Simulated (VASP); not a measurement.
Here is a VASP 6.6.1 calculation.

Contents of INCAR:

```
SYSTEM = Be
ALGO     = Normal         ! electronic algorithm
EDIFF    = 1E-6           ! SCF threshold, eV
ENCUT    = 520            ! plane-wave cutoff, eV
GGA      = PE             ! functional
ISIF     = 2              ! what is computed and relaxed
ISMEAR   = -1             ! smearing method
LASPH    = .True.         ! aspherical terms in the spheres
LCHARG   = .False.        ! write CHGCAR
LREAL    = .False.        ! projectors in reciprocal space
LWAVE    = .False.        ! write WAVECAR
NBANDS   = 9              ! bands
NELM     = 100            ! most SCF steps
PREC     = Accurate       ! precision mode
SIGMA    = 0.08           ! smearing width, eV
```

The input KPOINTS:

```
k-points
0
Gamma
  20 20 20
  0 0 0
```

POSCAR

```
Be
1.0
   -1.5061608674      1.5061608674      0.8282014875
    1.5061608674     -1.5061608674      0.8282014875
    1.5061608674      1.5061608674     -0.8282014875
Be
2
Direct
   -0.3750000000     -0.1250000000     -0.2500000000
    0.3750000000      0.1250000000      0.2500000000
```

Potentials or basis: VASP PAW PBE potentials, release 64 (Be).

The run is started by

```bash
$ cat potpaw_PBE.64/Be/POTCAR > POTCAR
$ mpirun -np 1 vasp_std > vasp.out
```

Question: Estimate the band gap on the k mesh.

Answer: Zero (bands 2 and 3 overlap by 10.45 eV).

Question: Predict the pressure.

Answer: 341.6 GPa.

Stress tensor (GPa, compression positive):
```
341.78   0.00   0.00
  0.00 341.78   0.00
  0.00   0.00 341.11
```

Caveat: the cell stands under pressure.
